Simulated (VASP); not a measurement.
Wanted: the native input for a VASP 6.6.1 run.

```
Task                   : single point
Functional             : LDA
Potentials or basis    : VASP PAW LDA potentials, release 64 (Ti_sv)
Cutoff                 : 520 eV
k mesh                 : 15 × 15 × 15
Occupations            : fermi-dirac, width 0.05 eV
Spin                   : no spin polarisation
Dipole correction      : no
Further INCAR settings : ALGO = Normal; EDIFF = 1e-07; NBANDS = 12
```

The structure of Ti lies in POSCAR:

```
Ti
1.0
    0.0000000000      2.0300000000      2.0503000000
    2.0300000000      0.0000000000      2.0503000000
    2.0300000000      2.0300000000      0.0000000000
Ti
1
Direct
    0.0000000000      0.0000000000      0.0000000000
```

This isn't the form of Ti at room conditions, which is hcp.

This cell differs from its parent crystal: zz strain of +1 %.

The input as run:

INCAR

```
PREC = Accurate
ENCUT = 520
EDIFF = 1E-7
ISMEAR = -1
SIGMA = 0.05
LREAL = False
LASPH = True
NELM = 80
ALGO = Normal
ISIF = 2
LWAVE = False
LCHARG = False
GGA = CA
NBANDS = 12
```

KPOINTS

```
regular mesh
0
Gamma
  15 15 15
```

Potentials or basis: VASP PAW LDA potentials, release 64 (Ti_sv).

Launch:

```console
$ cat potpaw_LDA.64/Ti_sv/POTCAR > POTCAR
$ mpirun -np 1 vasp_std > vasp.out
```

It gave:

```yaml
Pressure: -6.0 GPa
Band_gap_on_the_k_mesh: zero (bands 6 and 7 overlap by 1.11 eV)
```

Caveat: the cell differs from its parent crystal (zz strain of +1 %); the cell stands under tension.

It took 66 s on 1 thread of Intel Xeon 8259CL, on a shared host, peak memory 0.17 GiB.
